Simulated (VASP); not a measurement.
# Ge in VASP: notebook

Runs on Ge. Level: PBE. Tasks: single point.

All numbers are computed with VASP 6.6.1; they aren't measurements. Logs are shortened: lines on timing, memory, paths and dates and some standing lists are left out, and cuts for length are marked.

## (1) The cell of the first run

The cell holds a slab with vacuum, 4 atoms: a = 4.074 Å, b = 4.074 Å, c = 18.158 Å, α = 90.00°, β = 90.00°, γ = 120.00°.

## (2) Single point, PBE

File INCAR:

```
PREC     = Accurate       # precision mode
ENCUT    = 520            # plane-wave cutoff, eV
EDIFF    = 1E-6           # SCF threshold, eV
ISMEAR   = 0              # smearing method
SIGMA    = 0.1            # smearing width, eV
LREAL    = F              # projectors in reciprocal space
LASPH    = T              # aspherical terms in the spheres
NELM     = 60             # most SCF steps
ALGO     = Normal         # electronic algorithm
ISIF     = 2              # what is computed and relaxed
LWAVE    = F              # write WAVECAR
LCHARG   = T              # write CHGCAR
LDIPOL   = T            
IDIPOL   = 3            
DIPOL    = 0.5 0.5 0.503
GGA      = PE             # functional
LELF     = T              # ELF
LVHAR    = T            
LVACPOTAV= T            
NBANDS   = 36             # bands
```

File KPOINTS:

```
regular mesh
0
Gamma
  9 9 1
```

File POSCAR:

```
Ge
1.0
    4.0740542171      0.0000000000      0.0000000000
   -2.0370271085      3.5282344484      0.0000000000
    0.0000000000      0.0000000000     18.1580641734
Ge
4
Direct
    0.3333333333      0.6666666667      0.3855036491
    0.0000000000      0.0000000000      0.4313021895
    0.0000000000      0.0000000000      0.5774598495
    0.6666666667      0.3333333333      0.6190263718
```

Potentials or basis: VASP PAW PBE potentials, release 64 (Ge_d).

The run is started by

```
> cat potpaw_PBE.64/Ge_d/POTCAR > POTCAR
> mpirun -np 1 vasp_std > vasp.out
```

OUTCAR:

```text
PREC = Accurate
   ENCUT = 520
   EDIFF = 1E-6
   ISMEAR = 0
   LREAL = F
   LASPH = T
   NELM = 60
   ISIF = 2
   GGA = PE

 ion  position               nearest neighbor table
   1  0.333  0.667  0.386-   2 2.49   2 2.49   2 2.49
   2  0.000  0.000  0.431-   1 2.49   1 2.49   1 2.49   3 2.65
   3  0.000  0.000  0.577-   4 2.47   4 2.47   4 2.47   2 2.65
   4  0.667  0.333  0.619-   3 2.47   3 2.47   3 2.47

  LATTYP: Found a hexagonal cell.
 ALAT       =     4.0740542171
 C/A-ratio  =     4.4570011114

  Lattice vectors:

 A1 = (   4.0740542171,   0.0000000000,   0.0000000000)
 A2 = (  -2.0370271085,   3.5282344484,   0.0000000000)
 A3 = (   0.0000000000,   0.0000000000,  18.1580641734)

Analysis of symmetry for initial positions (statically):
=====================================================================
 Subroutine PRICEL returns:
 Original cell was already a primitive cell.

 Routine SETGRP: Setting up the symmetry group for a
 hexagonal supercell.

 Subroutine GETGRP returns: Found  6 space group operations
 (whereof  6 operations were pure point group operations)
 out of a pool of 24 trial point group operations.

The static configuration has the point symmetry C_3v.

Analysis of symmetry for dynamics (positions and initial velocities):
=====================================================================
 Subroutine PRICEL returns:
 Original cell was already a primitive cell.

 Routine SETGRP: Setting up the symmetry group for a
 hexagonal supercell.

 Subroutine GETGRP returns: Found  6 space group operations
 (whereof  6 operations were pure point group operations)
 out of a pool of 24 trial point group operations.

The dynamic configuration has the point symmetry C_3v.

 Subroutine INISYM returns: Found  6 space group operations
 (whereof  6 operations are pure point group operations),
 and found     1 'primitive' translations

----------------------------------------------------------------------------------------

                                     Primitive cell

  volume of cell :     261.0080

  direct lattice vectors                    reciprocal lattice vectors
     4.074054217  0.000000000  0.000000000     0.245455742  0.141713939  0.000000000
    -2.037027108  3.528234448  0.000000000     0.000000000  0.283427877  0.000000000
     0.000000000  0.000000000 18.158064173     0.000000000  0.000000000  0.055071950

  length of vectors
     4.074054217  4.074054217 18.158064173     0.283427877  0.283427877  0.055071950

  position of ions in fractional coordinates (direct lattice)
     0.333333333  0.666666667  0.385503649
     0.000000000  0.000000000  0.431302190
     0.000000000  0.000000000  0.577459850
     0.666666667  0.333333333  0.619026372

  ion indices of the primitive-cell ions
   primitive index   ion index
                 1           1
                 2           2
                 3           3
                 4           4

----------------------------------------------------------------------------------------

 KPOINTS: regular mesh

Automatic generation of k-mesh.
 Grid dimensions read from file:
 generate k-points for:    9    9    1

 Generating k-lattice:

  Cartesian coordinates                     Fractional coordinates (reciprocal lattice)
     0.027272860  0.015745993  0.000000000     0.111111111 -0.000000000  0.000000000
     0.000000000  0.031491986  0.000000000     0.000000000  0.111111111  0.000000000
     0.000000000  0.000000000  0.055071950     0.000000000  0.000000000  1.000000000

  Length of vectors
     0.031491986  0.031491986  0.055071950

  Shift w.r.t. Gamma in fractional coordinates (k-lattice)
     0.000000000  0.000000000  0.000000000

 Subroutine IBZKPT returns following result:
 ===========================================

 Found     12 irreducible k-points:

 Following reciprocal coordinates:
            Coordinates               Weight
  0.000000  0.000000  0.000000      1.000000
  0.111111  0.000000  0.000000      6.000000
  0.222222 -0.000000  0.000000      6.000000
  0.333333 -0.000000  0.000000      6.000000
  0.444444 -0.000000  0.000000      6.000000
  0.111111  0.111111  0.000000      6.000000
  0.222222  0.111111  0.000000     12.000000
  0.333333  0.111111  0.000000     12.000000
  0.444444  0.111111  0.000000      6.000000
  0.222222  0.222222  0.000000      6.000000
  0.333333  0.222222  0.000000     12.000000
  0.333333  0.333333  0.000000      2.000000
   k-points           NKPTS =     12   k-points in BZ     NKDIM =     12   number of bands    NBANDS=     36
   number of dos      NEDOS =    301   number of ions     NIONS =      4
   total plane-waves  NPLWV = 126000
   dimension x,y,z NGX =    30 NGY =   30 NGZ =  140
   dimension x,y,z NGXF=    60 NGYF=   60 NGZF=  280
   ions per type =               4
   NGX,Y,Z   is equivalent  to a cutoff of  12.24, 12.24, 12.82 a.u.
   NGXF,Y,Z  is equivalent  to a cutoff of  24.48, 24.48, 25.64 a.u.
 SYSTEM =  unknown system
   PREC   = accura    normal or accurate (medium, high low for compatibility)
   ISTART =      0    job   : 0-new  1-cont  2-samecut
   ICHARG =      2    charge: 1-file 2-atom 10-const
   ISPIN  =      1    spin polarized calculation?
   LNONCOLLINEAR =      F non collinear calculations
   LSORBIT =      F    spin-orbit coupling
   LASPH  =      T    aspherical Exc in radial PAW
   ENCUT  =  520.0 eV  38.22 Ry    6.18 a.u.   7.58  7.58 33.76*2*pi/ulx,y,z
   NELM   =     60;   NELMIN=  2; NELMDL= -5     # of ELM steps
   EDIFF  = 0.1E-05   stopping-criterion for ELM
   LREAL  =      F    real-space projection
   EDIFFG = 0.1E-04   stopping-criterion for IOM
   NSW    =      0    number of steps for IOM
   IBRION =     -1    ionic relax: 0-MD 1-quasi-New 2-CG
   NFREE  =      0    steps in history (QN), initial steepest desc. (CG)
   ISIF   =      2    stress and relaxation
   ISYM   =      2    0-nonsym 1-usesym 2-fastsym
   POTIM  = 0.5000    time-step for ionic-motion
   TEBEG  =    0.0;   TEEND  =   0.0 temperature during run
   PSTRESS=    0.0 pullay stress
   NELECT =      56.0000    total number of electrons
   NUPDOWN=      -1.0000    fix difference up-down
   EMIN   =  10.00;   EMAX   =-10.00  energy-range for DOS
   EFERMI =   0.00;   METHOD = LEGACY
   ISMEAR =     0;   SIGMA  =   0.10  broadening in eV -4-tet -1-fermi 0-gaus
   EFERMI_NEDOS =   21; number of points for ismear=-14 and -15
   IALGO  =     38    algorithm
   IMIX   =      4    mixing-type and parameters
     AMIX     =   0.40;   BMIX     =  1.00
     AMIX_MAG =   1.60;   BMIX_MAG =  1.00
  volume/ion in A,a.u.               =      65.25       440.34
  Fermi-wavevector in a.u.,A,eV,Ry     =   0.980061  1.852046 13.068650  0.960519
  Thomas-Fermi vector in A             =   2.110962
   LORBIT       =      0    0 simple, 1 ext, 2 COOP (PROOUT), +10 PAW based schemes
   GGA     = PE    functional components
   LHFCALC =     F    Hartree Fock is set to
   AEXX    =    0.0000 exact exchange contribution
   IVDW    =     0    specifies the selected vdW correction
   LEPSILON=     F    determine dielectric tensor
   LRPA    =     F    only Hartree local field effects (RPA)
 non-spin polarized calculation
 Gauss-broadening in eV      SIGMA  =   0.10
  energy-cutoff  :      520.00
  volume of cell :      261.01
 maximum number of plane-waves:      7063
   NGX = 15   NGY = 15   NGZ = 67

 dipolmoment           0.000000      0.000000      0.061250 electrons x Angstroem

 number of electron      55.9999957 magnetization

 dipolmoment           0.000000      0.000000     -0.005938 electrons x Angstroem

 Free energy of the ion-electron system (eV)
  ---------------------------------------------------
  ext. energy  EPLUGINS =         0.00000000
  ---------------------------------------------------
  free energy    TOTEN  =       -16.57960243 eV

  energy without entropy =      -16.57651417  energy(sigma->0) =      -16.57805830

 E-fermi :  -1.4086     XC(G=0):  -4.3425

 val. band max:       -1.4741777695   @ k =   0.3333   0.3333   0.0000
 cond. band min:      -1.3768917657   @ k =   0.0000   0.0000   0.0000
 fundamental gap:      0.0972860038
 Fermi energy:        -1.4086280444

 k-point     1 :       0.0000    0.0000    0.0000
  band No.  band energies     occupation
      1     -25.8507      2.00000
      2     -25.8507      2.00000
      3     -25.8342      2.00000
      4     -25.8010      2.00000
      5     -25.8010      2.00000
      6     -25.7203      2.00000
[... 28 lines left out ...]
     35       2.6959      0.00000
     36       2.8667      0.00000

 k-point     2 :       0.1111    0.0000    0.0000
  band No.  band energies     occupation
      1     -25.8571      2.00000
      2     -25.8532      2.00000
      3     -25.8344      2.00000
      4     -25.7966      2.00000
      5     -25.7943      2.00000
      6     -25.7198      2.00000
[... 28 lines left out ...]
     35       3.0319      0.00000
     36       3.1284      0.00000

 k-point     3 :       0.2222   -0.0000    0.0000
  band No.  band energies     occupation
      1     -25.8660      2.00000
      2     -25.8576      2.00000
      3     -25.8375      2.00000
      4     -25.7876      2.00000
      5     -25.7835      2.00000
      6     -25.7212      2.00000
[... 28 lines left out ...]
     35       3.4335      0.00000
     36       3.7792      0.00000

 k-point     4 :       0.3333   -0.0000    0.0000
  band No.  band energies     occupation
      1     -25.8702      2.00000
      2     -25.8605      2.00000
      3     -25.8420      2.00000
      4     -25.7799      2.00000
      5     -25.7779      2.00000
      6     -25.7218      2.00000
[... 28 lines left out ...]
     35       4.1084      0.00000
     36       4.7103      0.00000

 k-point     5 :       0.4444   -0.0000    0.0000
  band No.  band energies     occupation
      1     -25.8706      2.00000
      2     -25.8615      2.00000
      3     -25.8455      2.00000
      4     -25.7770      2.00000
      5     -25.7762      2.00000
      6     -25.7215      2.00000
[... 28 lines left out ...]
     35       4.9315      0.00000
     36       5.0288      0.00000

 k-point     6 :       0.1111    0.1111    0.0000
  band No.  band energies     occupation
      1     -25.8633      2.00000
      2     -25.8579      2.00000
      3     -25.8358      2.00000
      4     -25.7922      2.00000
      5     -25.7835      2.00000
      6     -25.7218      2.00000
[... 28 lines left out ...]
     35       3.3920      0.00000
     36       3.6113      0.00000

 k-point     7 :       0.2222    0.1111    0.0000
  band No.  band energies     occupation
      1     -25.8688      2.00000
      2     -25.8626      2.00000
      3     -25.8394      2.00000
      4     -25.7861      2.00000
      5     -25.7720      2.00000
      6     -25.7243      2.00000
[... 28 lines left out ...]
     35       3.8335      0.00000
     36       4.0101      0.00000

 k-point     8 :       0.3333    0.1111    0.0000
  band No.  band energies     occupation
      1     -25.8710      2.00000
      2     -25.8653      2.00000
      3     -25.8435      2.00000
      4     -25.7804      2.00000
      5     -25.7663      2.00000
      6     -25.7250      2.00000
[... 28 lines left out ...]
     35       4.5590      0.00000
     36       5.0058      0.00000

 k-point     9 :       0.4444    0.1111    0.0000
  band No.  band energies     occupation
      1     -25.8709      2.00000
      2     -25.8666      2.00000
      3     -25.8453      2.00000
      4     -25.7774      2.00000
      5     -25.7655      2.00000
      6     -25.7249      2.00000
[... 28 lines left out ...]
     35       4.6132      0.00000
     36       5.4093      0.00000

 k-point    10 :       0.2222    0.2222    0.0000
  band No.  band energies     occupation
      1     -25.8714      2.00000
      2     -25.8683      2.00000
      3     -25.8424      2.00000
      4     -25.7817      2.00000
      5     -25.7584      2.00000
      6     -25.7277      2.00000
[... 28 lines left out ...]
     35       4.0403      0.00000
     36       4.0910      0.00000

 k-point    11 :       0.3333    0.2222    0.0000
  band No.  band energies     occupation
      1     -25.8741      2.00000
      2     -25.8706      2.00000
      3     -25.8447      2.00000
      4     -25.7767      2.00000
      5     -25.7493      2.00000
      6     -25.7291      2.00000
[... 28 lines left out ...]
     35       4.5659      0.00000
     36       5.2129      0.00000

 k-point    12 :       0.3333    0.3333    0.0000
  band No.  band energies     occupation
      1     -25.8772      2.00000
      2     -25.8713      2.00000
      3     -25.8451      2.00000
      4     -25.7748      2.00000
      5     -25.7410      2.00000
      6     -25.7280      2.00000
[... 28 lines left out ...]
     35       4.8672      0.00000
     36       5.2182      0.00000

------------------------ aborting loop because EDIFF is reached ----------------------------------------

  FORCE on cell =-STRESS in cart. coord.  units (eV):
  Direction    XX          YY          ZZ          XY          YZ          ZX
  --------------------------------------------------------------------------------------
  -------------------------------------------------------------------------------------
  Total       -0.6212947     -0.6212947     -0.2339901     -0.0000000      0.0000000      0.0000000
  in kB       -3.8137698     -3.8137698     -1.4363304     -0.0000000      0.0000000      0.0000000
  external PRESSURE =      -3.0212900 kB  Pullay stress =       0.0000000 kB

 VOLUME and BASIS-vectors are now :
 -----------------------------------------------------------------------------
  energy-cutoff  :      520.00
  volume of cell :      261.01
      direct lattice vectors                 reciprocal lattice vectors
     4.074054217  0.000000000  0.000000000     0.245455742  0.141713939  0.000000000
    -2.037027108  3.528234448  0.000000000     0.000000000  0.283427877  0.000000000
     0.000000000  0.000000000 18.158064173     0.000000000  0.000000000  0.055071950

 POSITION                                       TOTAL-FORCE (eV/Angst)
 -----------------------------------------------------------------------------------
     -0.00000      2.35216      7.00000        -0.000000      0.000000      0.278289
      0.00000      0.00000      7.83161         0.000000      0.000000     -0.283728
      0.00000      0.00000     10.48555        -0.000000      0.000000     -0.006177
      2.03703      1.17608     11.24032         0.000000     -0.000000      0.011616
 -----------------------------------------------------------------------------------
    total drift:                               -0.000000     -0.000000     -0.000529

  FREE ENERGIE OF THE ION-ELECTRON SYSTEM (eV)
  ---------------------------------------------------
  free  energy   TOTEN  =       -16.5796024260 eV

  energy  without entropy=      -16.5765141661  energy(sigma->0) =      -16.57805830

 vacuum level on the upper side and lower side of the slab         3.139         3.213
```

Run time: 1.9 min. Hardware: 1 thread of Intel Xeon 6975P-C (Granite Rapids), shared host; peak memory 0.39 GiB.

What came out:

```yaml
Free_energy: -16.5796 eV
Largest_force: 0.284 eV/Å
Band_gap_on_the_k_mesh: zero (band 28 reaches -1.38 eV, above the bottom of band 29 at -1.47 eV)
```

Forces on the atoms (eV/Å):
```
Ge   0.000  0.000  0.278
Ge   0.000  0.000 -0.284
Ge   0.000  0.000 -0.006
Ge   0.000  0.000  0.012
```

Levels at points of the mesh, in eV from the Fermi level:
| k point | band 26 | band 27 | band 28 | band 29 | band 30 | band 31 |
| --- | --- | --- | --- | --- | --- | --- |
| (0.00, 0.00, 0.00) | -0.56 | 0.03 | 0.03 | 0.48 | 1.03 | 1.67 |

## (3) Single point, PBE

This run uses another cell than the first one, of 70.94 Å³/atom, 1.087 times its volume.

File INCAR:

```
ALGO = Normal ; DIPOL = 0.5 0.5 0.311
EDIFF = 1E-7 ; ENCUT = 520
GGA = PE ; IDIPOL = 3
ISIF = 2 ; ISMEAR = 0
LASPH = True ; LCHARG = True
LDIPOL = True ; LELF = True
LREAL = False ; LVACPOTAV = True
LVHAR = True ; LWAVE = False
NBANDS = 36 ; NELM = 80
PREC = Accurate ; SIGMA = 0.1
```

File KPOINTS:

```
k-points
0
Gamma
  9 9 1
```

File POSCAR:

```
Ge
1.0
    4.0740542171      0.0000000000      0.0000000000
   -2.0370271085      3.5282344484      0.0000000000
    0.0000000000      0.0000000000     19.7403205846
Ge
4
Direct
    0.3333333333      0.6666666667      0.2026309544
    0.0000000000      0.0000000000      0.2447585800
    0.0000000000      0.0000000000      0.3792011874
    0.6666666667      0.3333333333      0.4174360061
```

Potentials or basis: VASP PAW PBE potentials, release 64 (Ge_d).

The run is started by

```
> cat potpaw_PBE.64/Ge_d/POTCAR > POTCAR
> mpirun -np 1 vasp_std > vasp.out
```

Run time: 2.3 min. Hardware: 1 thread of Intel Xeon 6975P-C (Granite Rapids), shared host; peak memory 0.39 GiB.

The run converged. Its results:

```
Free energy            : -16.5794 eV
Largest force          : 0.283 eV/Å
Band gap on the k mesh : zero (band 28 reaches -1.63 eV, above the bottom of band 29 at -1.73 eV)
```

Forces on the atoms (eV/Å):
```
Ge   0.000  0.000  0.278
Ge   0.000  0.000 -0.283
Ge   0.000  0.000 -0.007
Ge   0.000  0.000  0.013
```

Levels at points of the mesh, in eV from the Fermi level:
| k point | band 26 | band 27 | band 28 | band 29 | band 30 | band 31 |
| --- | --- | --- | --- | --- | --- | --- |
| (0.00, 0.00, 0.00) | -0.56 | 0.03 | 0.03 | 0.48 | 1.03 | 1.67 |
